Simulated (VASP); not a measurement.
Write the native input for VASP 6.6.1 that does the following.

- Task: single point
- Functional: PBEsol
- Potentials or basis: VASP PAW PBE potentials, release 64 (Ba_sv, Ge_d, O)
- Cutoff: 520 eV
- k mesh: 6 × 6 × 2
- Occupations: fermi-dirac, width 0.05 eV
- Spin: no spin polarisation
- Dipole correction: no
- Further INCAR settings: ALGO = Normal; EDIFF = 1e-06; NBANDS = 37

The structure of BaGe2O3 lies in POSCAR:

```
BaGe2O3
1.0
    4.6583670092     -0.1183658610      0.2047541740
   -2.4454947510      3.9843645008     -0.7893883082
    0.3347028077     -1.4975003185      6.5469446117
Ba Ge O
1 2 3
Direct
    0.2567271032      0.5798674263      0.6355136801
    0.0775618893      0.2085441635      1.0337998984
    0.5696643637      0.0965926549      0.2520565746
    0.4226904796      0.3828994352      0.2454684669
    0.5435898244      0.1531551115      0.5312874091
    0.2124620804      0.6693765456      1.0570829642
```

The input as run:

INCAR

```
SYSTEM = BaGe2O3
PREC = Accurate
ENCUT = 520
EDIFF = 1E-6
ISMEAR = -1
SIGMA = 0.05
LREAL = .False.
LASPH = .True.
NELM = 100
ALGO = Normal
ISIF = 2
LWAVE = .False.
LCHARG = .True.
GGA = PS
LELF = .True.
LVHAR = .True.
NBANDS = 37
```

KPOINTS

```
regular mesh
0
Gamma
  6 6 2
  0 0 0
```

Potentials or basis: VASP PAW PBE potentials, release 64 (Ba_sv, Ge_d, O).

Launch:

```sh
$ cat potpaw_PBE.64/Ba_sv/POTCAR potpaw_PBE.64/Ge_d/POTCAR potpaw_PBE.64/O/POTCAR > POTCAR
$ mpirun -np 1 vasp_std > vasp.out
```

Results of the run:

The pressure is 0.6 GPa and the largest force is 0.113 eV/Å. The band gap on the k mesh is 2.18 eV (least direct gap 2.37 eV).

Caveat: the k points lie up to 0.48 Å⁻¹ apart; the PAW data sets were made with another functional, which shifts forces and pressure a little; spin-orbit coupling is left out, which moves the levels of the heavy elements.

Wall time 92 s on 1 thread of AMD EPYC 9R45 96-Core Processor (Zen 5) (shared host), peak memory 0.31 GiB.
